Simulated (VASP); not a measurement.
Wanted: the native input for a VASP 6.6.1 run.

| Item | Value |
| --- | --- |
| Task | single point |
| Functional | PBEsol |
| Potentials or basis | VASP PAW PBE potentials, release 64 (K_sv, Cl) |
| Cutoff | 520 eV |
| k mesh | 6 × 6 × 6 |
| Occupations | gaussian, width 0.05 eV |
| Spin | no spin polarisation |
| Dipole correction | no |
| Further INCAR settings | ALGO = Normal; EDIFF = 1e-07; NBANDS = 15 |

The structure of KCl lies in POSCAR:

```
KCl
1.0
    3.8583919800      0.0000000000      0.0000000000
    0.0000000000      3.8583919800      0.0000000000
    0.0000000000      0.0000000000      3.8391960000
K Cl
1 1
Direct
    0.0000000000      0.0000000000      0.0000000000
    0.5000000000      0.5000000000      0.5000000000
```

This cell differs from its parent crystal: strain +0.0050 x Voigt [1, 1, 0, 0, 0, 0].

These files were run (other wordings do the same):

INCAR

```
SYSTEM = KCl
  ALGO = Normal
  EDIFF = 1E-7
  ENCUT = 520
  GGA = PS
  ISIF = 2
  ISMEAR = 0
  LASPH = .TRUE.
  LCHARG = .FALSE.
  LREAL = .FALSE.
  LWAVE = .FALSE.
  NBANDS = 15
  NELM = 100
  PREC = Accurate
  SIGMA = 0.05
```

KPOINTS

```
k-points
0
G
  6 6 6
  0 0 0
```

Potentials or basis: VASP PAW PBE potentials, release 64 (K_sv, Cl).

The run is started by

```bash
$ cat potpaw_PBE.64/K_sv/POTCAR potpaw_PBE.64/Cl/POTCAR > POTCAR
$ mpirun -np 1 vasp_std > vasp.out
```

Results of the run:

The pressure is -1.6 GPa and the band gap on the k mesh is 4.57 eV, indirect (least direct gap 4.77 eV).

Caveat: the cell differs from its parent crystal (strain +0.0050 x Voigt [1, 1, 0, 0, 0, 0]); the PAW data sets were made with another functional, which shifts forces and pressure a little.

Run time: 47 s on 1 thread of AMD EPYC 7R43 64-Core Processor (Zen 3), with other jobs on the host, peak memory 0.15 GiB.
